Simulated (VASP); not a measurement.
# SiO2 (I-42d) in VASP: further runs

SiO2 is run at these levels: PBEsol+D3(BJ); tasks: single point.

Everything below comes from runs of VASP 6.6.1. Logs are shortened: lines on timing, memory, paths and dates and some standing lists are left out, and cuts for length are marked.

### 1 The cell of the first run

It takes space group I-42d (No. 122, tetragonal). The conventional cell has a = 4.716 Å, b = 4.716 Å, c = 7.438 Å, α = 90.00°, β = 90.00°, γ = 90.00°. Within 2.1 Å of Si (site symmetry -4) lie 4 O at 1.61 Å. Within 2.1 Å of O (site symmetry 2) lie 2 Si at 1.61 Å.

### 2 Single point, PBEsol+D3(BJ)

File INCAR:

```
  ALGO = Normal
  EDIFF = 1E-6
  ENCUT = 520
  GGA = PS
  ISIF = 2
  ISMEAR = 0
  IVDW = 12
  LASPH = True
  LCHARG = False
  LREAL = False
  LWAVE = False
  NBANDS = 25
  NELM = 100
  PREC = Accurate
  SIGMA = 0.01
```

File KPOINTS:

```
k-points
0
Gamma
  6 6 6
```

File POSCAR:

```
SiO2
1.0
   -2.3581162984      2.3581162984      3.7188717261
    2.3581162984     -2.3581162984      3.7188717261
    2.3581162984      2.3581162984     -3.7188717261
Si O
2 4
Direct
    0.0000000000      0.0000000000      0.0000000000
    0.7500000000      0.2500000000      0.5000000000
    0.9983800000      0.6250000000      0.8733800000
    0.3750000000      0.2483800000      0.3733800000
    0.7516200000      0.1250000000      0.1266200000
    0.8750000000      0.0016200000      0.6266200000
```

Potentials or basis: VASP PAW PBE potentials, release 64 (Si, O).

Run with:

```bash
cat potpaw_PBE.64/Si/POTCAR potpaw_PBE.64/O/POTCAR > POTCAR
mpirun -np 1 vasp_std > vasp.out
```

OUTCAR:

```text
EDIFF = 1E-6
   ENCUT = 520
   GGA = PS
   ISIF = 2
   ISMEAR = 0
   IVDW = 12
   LASPH = True
   LREAL = False
   NELM = 100
   PREC = Accurate
 IVDW          = 12

 ion  position               nearest neighbor table
   1  0.000  0.000  0.000-   3 1.61   4 1.61   5 1.61   6 1.61   2 3.00   2 3.00   2 3.00   2 3.00

   2  0.750  0.250  0.500-   3 1.61   4 1.61   5 1.61   6 1.61   1 3.00   1 3.00   1 3.00   1 3.00

   3  0.998  0.625  0.873-   1 1.61   2 1.61
   4  0.375  0.248  0.373-   1 1.61   2 1.61
   5  0.752  0.125  0.127-   1 1.61   2 1.61
   6  0.875  0.002  0.627-   1 1.61   2 1.61

  LATTYP: Found a body centered tetragonal cell.
 ALAT       =     4.7162325968
 C/A-ratio  =     1.5770518734

  Lattice vectors:

 A1 = (  -2.3581162984,   2.3581162984,   3.7188717261)
 A2 = (   2.3581162984,  -2.3581162984,   3.7188717261)
 A3 = (   2.3581162984,   2.3581162984,  -3.7188717261)

Analysis of symmetry for initial positions (statically):
=====================================================================
 Subroutine PRICEL returns:
 Original cell was already a primitive cell.

 Routine SETGRP: Setting up the symmetry group for a
 body centered tetragonal supercell.

 Subroutine GETGRP returns: Found  8 space group operations
 (whereof  4 operations were pure point group operations)
 out of a pool of 16 trial point group operations.

The static configuration has the point symmetry S_4 .
 The point group associated with its full space group is D_2d.

Analysis of symmetry for dynamics (positions and initial velocities):
=====================================================================
 Subroutine PRICEL returns:
 Original cell was already a primitive cell.

 Routine SETGRP: Setting up the symmetry group for a
 body centered tetragonal supercell.

 Subroutine GETGRP returns: Found  8 space group operations
 (whereof  4 operations were pure point group operations)
 out of a pool of 16 trial point group operations.

The dynamic configuration has the point symmetry S_4 .
 The point group associated with its full space group is D_2d.

 Subroutine INISYM returns: Found  8 space group operations
 (whereof  4 operations are pure point group operations),
 and found     1 'primitive' translations

----------------------------------------------------------------------------------------

                                     Primitive cell

  volume of cell :      82.7183

  direct lattice vectors                    reciprocal lattice vectors
    -2.358116298  2.358116298  3.718871726     0.000000000  0.212033648  0.134449381
     2.358116298 -2.358116298  3.718871726     0.212033648  0.000000000  0.134449381
     2.358116298  2.358116298 -3.718871726     0.212033648  0.212033648  0.000000000

  length of vectors
     4.995140826  4.995140826  4.995140826     0.251067528  0.251067528  0.299860860

  position of ions in fractional coordinates (direct lattice)
     0.000000000  0.000000000  0.000000000
     0.750000000  0.250000000  0.500000000
     0.998380000  0.625000000  0.873380000
     0.375000000  0.248380000  0.373380000
     0.751620000  0.125000000  0.126620000
     0.875000000  0.001620000  0.626620000

  ion indices of the primitive-cell ions
   primitive index   ion index
                 1           1
                 2           2
                 3           3
                 4           4
                 5           5
                 6           6

----------------------------------------------------------------------------------------

 KPOINTS: k-points

Automatic generation of k-mesh.
 Grid dimensions read from file:
 generate k-points for:    6    6    6

 Generating k-lattice:

  Cartesian coordinates                     Fractional coordinates (reciprocal lattice)
     0.000000000  0.035338941  0.022408230     0.166666667  0.000000000 -0.000000000
     0.035338941  0.000000000  0.022408230     0.000000000  0.166666667 -0.000000000
     0.035338941  0.035338941  0.000000000     0.000000000  0.000000000  0.166666667

  Length of vectors
     0.041844588  0.041844588  0.049976810

  Shift w.r.t. Gamma in fractional coordinates (k-lattice)
     0.000000000  0.000000000  0.000000000

 Subroutine IBZKPT returns following result:
 ===========================================

 Found     30 irreducible k-points:

 Following reciprocal coordinates:
            Coordinates               Weight
  0.000000  0.000000  0.000000      1.000000
  0.166667  0.000000  0.000000      8.000000
  0.333333  0.000000  0.000000      8.000000
  0.500000  0.000000  0.000000      4.000000
  0.166667  0.166667 -0.000000      8.000000
  0.333333  0.166667  0.000000     16.000000
[... 16 lines left out ...]
 -0.333333 -0.333333  0.166667      8.000000
 -0.166667 -0.333333  0.166667      8.000000
 [... further k-points ...]
   k-points           NKPTS =     30   k-points in BZ     NKDIM =     30   number of bands    NBANDS=     25
   number of dos      NEDOS =    301   number of ions     NIONS =      6
   total plane-waves  NPLWV =  64000
   dimension x,y,z NGX =    40 NGY =   40 NGZ =   40
   dimension x,y,z NGXF=    80 NGYF=   80 NGZF=   80
   ions per type =               2   4
   NGX,Y,Z   is equivalent  to a cutoff of  13.31, 13.31, 13.31 a.u.
   NGXF,Y,Z  is equivalent  to a cutoff of  26.63, 26.63, 26.63 a.u.
 SYSTEM =  unknown system
   PREC   = accura    normal or accurate (medium, high low for compatibility)
   ISTART =      0    job   : 0-new  1-cont  2-samecut
   ICHARG =      2    charge: 1-file 2-atom 10-const
   ISPIN  =      1    spin polarized calculation?
   LNONCOLLINEAR =      F non collinear calculations
   LSORBIT =      F    spin-orbit coupling
   LASPH  =      T    aspherical Exc in radial PAW
   ENCUT  =  520.0 eV  38.22 Ry    6.18 a.u.   9.29  9.29  9.29*2*pi/ulx,y,z
   NELM   =    100;   NELMIN=  2; NELMDL= -5     # of ELM steps
   EDIFF  = 0.1E-05   stopping-criterion for ELM
   LREAL  =      F    real-space projection
   EDIFFG = 0.1E-04   stopping-criterion for IOM
   NSW    =      0    number of steps for IOM
   IBRION =     -1    ionic relax: 0-MD 1-quasi-New 2-CG
   NFREE  =      0    steps in history (QN), initial steepest desc. (CG)
   ISIF   =      2    stress and relaxation
   ISYM   =      2    0-nonsym 1-usesym 2-fastsym
   POTIM  = 0.5000    time-step for ionic-motion
   TEBEG  =    0.0;   TEEND  =   0.0 temperature during run
   PSTRESS=    0.0 pullay stress
   NELECT =      32.0000    total number of electrons
   NUPDOWN=      -1.0000    fix difference up-down
   EMIN   =  10.00;   EMAX   =-10.00  energy-range for DOS
   EFERMI =   0.00;   METHOD = LEGACY
   ISMEAR =     0;   SIGMA  =   0.01  broadening in eV -4-tet -1-fermi 0-gaus
   EFERMI_NEDOS =   21; number of points for ismear=-14 and -15
   IALGO  =     38    algorithm
   IMIX   =      4    mixing-type and parameters
     AMIX     =   0.40;   BMIX     =  1.00
     AMIX_MAG =   1.60;   BMIX_MAG =  1.00
  volume/ion in A,a.u.               =      13.79        93.04
  Fermi-wavevector in a.u.,A,eV,Ry     =   1.192864  2.254186 19.360065  1.422925
  Thomas-Fermi vector in A             =   2.328892
   LORBIT       =      0    0 simple, 1 ext, 2 COOP (PROOUT), +10 PAW based schemes
   GGA     = PS    functional components
   LHFCALC =     F    Hartree Fock is set to
   AEXX    =    0.0000 exact exchange contribution
   IVDW    =    12    specifies the selected vdW correction
   LEPSILON=     F    determine dielectric tensor
   LRPA    =     F    only Hartree local field effects (RPA)
 non-spin polarized calculation
 Gauss-broadening in eV      SIGMA  =   0.01
  energy-cutoff  :      520.00
  volume of cell :       82.72
 maximum number of plane-waves:      2245
 NGX is ok and might be reduce to    40
   NGX = 19   NGY = 19   NGZ = 19

 number of electron      32.0000004 magnetization

 Free energy of the ion-electron system (eV)
  ---------------------------------------------------
  ext. energy  EPLUGINS =         0.00000000
  ---------------------------------------------------
  free energy    TOTEN  =       -49.25933901 eV

  energy without entropy =      -49.25933901  energy(sigma->0) =      -49.25933901

 E-fermi :   0.0348     XC(G=0):  -8.7975

 val. band max:       -0.0654454770   @ k =   0.0000   0.0000   0.0000
 cond. band min:       6.0390478067   @ k =   0.0000   0.0000   0.0000
 fundamental gap:      6.1044932838
 Fermi energy:         0.0347804666

 k-point     1 :       0.0000    0.0000    0.0000
  band No.  band energies     occupation
      1     -19.2143      2.00000
      2     -17.0096      2.00000
      3     -16.9881      2.00000
      4     -16.9881      2.00000
      5      -8.9305      2.00000
      6      -5.4112      2.00000
[... 17 lines left out ...]
     24      13.7251      0.00000
     25      14.0680      0.00000

 k-point     2 :       0.1667    0.0000    0.0000
  band No.  band energies     occupation
      1     -19.1242      2.00000
      2     -17.1452      2.00000
      3     -17.0142      2.00000
      4     -16.9885      2.00000
      5      -8.7298      2.00000
      6      -5.4887      2.00000
[... 17 lines left out ...]
     24      13.4562      0.00000
     25      13.9170      0.00000

 k-point     3 :       0.3333    0.0000    0.0000
  band No.  band energies     occupation
      1     -18.8955      2.00000
      2     -17.4852      2.00000
      3     -17.0315      2.00000
      4     -16.9991      2.00000
      5      -8.2741      2.00000
      6      -5.7203      2.00000
[... 17 lines left out ...]
     24      13.0522      0.00000
     25      14.2114      0.00000

 k-point     4 :       0.5000    0.0000    0.0000
  band No.  band energies     occupation
      1     -18.7316      2.00000
      2     -17.7028      2.00000
      3     -17.0372      2.00000
      4     -17.0071      2.00000
      5      -7.9994      2.00000
      6      -5.8771      2.00000
[... 17 lines left out ...]
     24      13.2014      0.00000
     25      13.8801      0.00000

 k-point     5 :       0.1667    0.1667   -0.0000
  band No.  band energies     occupation
      1     -18.9846      2.00000
      2     -17.3533      2.00000
      3     -17.0156      2.00000
      4     -17.0127      2.00000
      5      -8.4254      2.00000
      6      -5.6809      2.00000
[... 17 lines left out ...]
     24      13.3357      0.00000
     25      14.0299      0.00000

 k-point     6 :       0.3333    0.1667    0.0000
  band No.  band energies     occupation
      1     -18.7393      2.00000
      2     -17.6772      2.00000
      3     -17.0388      2.00000
      4     -17.0245      2.00000
      5      -7.9695      2.00000
      6      -6.0041      2.00000
[... 17 lines left out ...]
     24      13.3787      0.00000
     25      14.0320      0.00000
[... 393 lines left out ...]
 k-point    21 :      -0.3333    0.5000    0.1667
  band No.  band energies     occupation
      1     -18.4920      2.00000
      2     -17.9709      2.00000
      3     -17.0589      2.00000
      4     -17.0267      2.00000
      5      -7.4669      2.00000
      6      -6.4488      2.00000
[... 17 lines left out ...]
     24      13.2692      0.00000
     25      13.7963      0.00000

 k-point    22 :      -0.1667    0.5000    0.1667
  band No.  band energies     occupation
      1     -18.6759      2.00000
      2     -17.7728      2.00000
      3     -17.0467      2.00000
      4     -17.0084      2.00000
      5      -7.8229      2.00000
      6      -6.0241      2.00000
[... 17 lines left out ...]
     24      13.3937      0.00000
     25      13.9407      0.00000

 k-point    23 :      -0.3333   -0.3333    0.1667
  band No.  band energies     occupation
      1     -18.6876      2.00000
      2     -17.7608      2.00000
      3     -17.0318      2.00000
      4     -17.0249      2.00000
      5      -7.7748      2.00000
      6      -6.0857      2.00000
[... 17 lines left out ...]
     24      13.6001      0.00000
     25      13.9521      0.00000

 k-point    24 :      -0.1667   -0.3333    0.1667
  band No.  band energies     occupation
      1     -18.9080      2.00000
      2     -17.4816      2.00000
      3     -17.0182      2.00000
      4     -17.0067      2.00000
      5      -8.2205      2.00000
      6      -5.6890      2.00000
[... 17 lines left out ...]
     24      13.6148      0.00000
     25      14.1578      0.00000

 [... further k-points ...]

------------------------ aborting loop because EDIFF is reached ----------------------------------------

 Edisp (eV)   -0.61161

 E8    (eV) :    -0.3426

  FORCE on cell =-STRESS in cart. coord.  units (eV):
  Direction    XX          YY          ZZ          XY          YZ          ZX
  --------------------------------------------------------------------------------------
  -------------------------------------------------------------------------------------
  Total       2.38558     2.38558     1.44969     0.00000     0.00000     0.00000
  in kB      46.20651    46.20651    28.07912     0.00000     0.00000     0.00000
  external pressure =       40.16 kB  Pullay stress =        0.00 kB

 VOLUME and BASIS-vectors are now :
 -----------------------------------------------------------------------------
  energy-cutoff  :      520.00
  volume of cell :       82.72
      direct lattice vectors                 reciprocal lattice vectors
    -2.358116298  2.358116298  3.718871726     0.000000000  0.212033648  0.134449381
     2.358116298 -2.358116298  3.718871726     0.212033648  0.000000000  0.134449381
     2.358116298  2.358116298 -3.718871726     0.212033648  0.212033648  0.000000000

 POSITION                                       TOTAL-FORCE (eV/Angst)
 -----------------------------------------------------------------------------------
      0.00000      0.00000      0.00000         0.000000      0.000000      0.000000
      0.00000      2.35812      1.85944         0.000000      0.000000     -0.000000
      1.17906      2.94001      2.78915         0.000000      0.298155      0.000000
      0.58189      1.17906      0.92972         0.298155      0.000000      0.000000
     -1.17906      1.77623      2.78915         0.000000     -0.298155     -0.000000
     -0.58189      3.53717      0.92972        -0.298155      0.000000     -0.000000
 -----------------------------------------------------------------------------------
    total drift:                                0.000001      0.000001      0.000002

  FREE ENERGIE OF THE ION-ELECTRON SYSTEM (eV)
  ---------------------------------------------------
  free  energy   TOTEN  =       -49.8709534164 eV

  energy  without entropy=      -49.8709534164  energy(sigma->0) =      -49.87095342
```

It took 30 s on 1 thread of Intel Xeon 6975P-C (Granite Rapids), shared host; peak memory 0.25 GiB.

Results:

```yaml
Free_energy: -49.8710 eV
Pressure: 4.0 GPa
Largest_force: 0.298 eV/Å
Band_gap_on_the_k_mesh: 6.10 eV
Dispersion_energy_per_atom: -0.102 eV
```

Forces in eV/Å, atoms in the order of the input:
```
Si   0.000  0.000  0.000
Si   0.000  0.000  0.000
O    0.000  0.298  0.000
O    0.298  0.000  0.000
O    0.000 -0.298  0.000
O   -0.298  0.000  0.000
```

Stress tensor (GPa, compression positive):
```
4.62 0.00 0.00
0.00 4.62 0.00
0.00 0.00 2.81
```

Caveat: the cell stands under pressure; the PAW data sets were made with another functional, which shifts forces and pressure a little. Expect the measured gap to be larger: semilocal functionals such as PBEsol lack the derivative discontinuity.

[end of part 1 of 3]
